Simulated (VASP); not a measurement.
Runs of VASP 6.6.1 on AlN. The structure is that of space group F-43m (No. 216), or close to it. The cells are those of the table. 

```csv
level,cell,k mesh,gap on the mesh (eV),pressure (GPa)
r2SCAN,"a = 3.150 Å, angles 60.0°, 2 atoms",8 × 8 × 8,(a),-11.3
r2SCAN,"a = 3.090 Å, angles 60.0°, 2 atoms",8 × 8 × 8,3.93,(b)
PBE,"a = 3.082 Å, angles 60.0°, 2 atoms",8 × 8 × 8,3.32,6.0
PBE,"a = 3.113 Å, angles 60.0°, 2 atoms",8 × 8 × 8,3.31,-0.3
PBE,"a = 3.090 Å, angles 60.0°, 2 atoms",10 × 10 × 10,3.32,4.3
```

Alike in all rows: task single point; potentials or basis VASP PAW PBE potentials, release 64 (Al, N); no spin polarisation; cutoff (eV) 520; smearing gaussian 0.01 eV.

Q: Estimate the missing entries.

A: (a) 3.89; (b) -0.4.

Caveats: the PAW data sets were made with another functional, which shifts forces and pressure a little (some runs).

A k mesh can miss the band edges.
